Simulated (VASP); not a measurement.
Write the native input for VASP 6.6.1 that does the following.

```yaml
Task: single point
Functional: LDA
Potentials_or_basis: VASP PAW LDA potentials, release 64 (Ta_pv, N)
Cutoff: 520 eV
k_mesh: 12 × 12 × 8
Occupations: gaussian, width 0.1 eV
Spin: no spin polarisation
Dipole_correction: no
Further_INCAR_settings: ALGO = Normal; EDIFF = 1e-06; NBANDS = 50
```

The structure of Ta2N lies in POSCAR:

```
Ta2N
1.0
    5.2286385705      0.0000000000      0.0000000000
   -2.6143192852      4.5281338293      0.0000000000
    0.0000000000      0.0000000000      4.8837120477
Ta N
6 3
Direct
    0.6667781643      0.6667781643      0.7527187115
    0.0000000000      0.3332218357      0.7527187115
    0.3332218357      0.0000000000      0.7527187115
    0.3332218357      0.3332218357      0.2472812885
    0.0000000000      0.6667781643      0.2472812885
    0.6667781643      0.0000000000      0.2472812885
    0.6666666667      0.3333333333      0.5000000000
    0.3333333333      0.6666666667      0.5000000000
    0.0000000000      0.0000000000      0.0000000000
```

The input as run:

INCAR

```
SYSTEM = Ta2N
PREC = Accurate
ENCUT = 520
EDIFF = 1E-6
ISMEAR = 0
SIGMA = 0.1
LREAL = .FALSE.
LASPH = .TRUE.
NELM = 60
ALGO = Normal
ISIF = 2
LWAVE = .FALSE.
LCHARG = .TRUE.
GGA = CA
LELF = .TRUE.
LVHAR = .TRUE.
NBANDS = 50
```

KPOINTS

```
regular mesh
0
G
  12 12 8
  0 0 0
```

Potentials or basis: VASP PAW LDA potentials, release 64 (Ta_pv, N).

Command:

```bash
$ cat potpaw_LDA.64/Ta_pv/POTCAR potpaw_LDA.64/N/POTCAR > POTCAR
$ mpirun -np 1 vasp_std > vasp.out
```

It gave:

```yaml
Pressure: 1.6 GPa
Largest_force: 0.016 eV/Å
Band_gap_on_the_k_mesh: zero (an odd number of electrons rules out a gap without spin polarisation)
```

Caveat: spin-orbit coupling is left out, which moves the levels of the heavy elements.

Run time: 5.9 min on 1 thread of Intel(R) Xeon(R) 6975P-C (Granite Rapids) (shared host), peak memory 0.59 GiB.
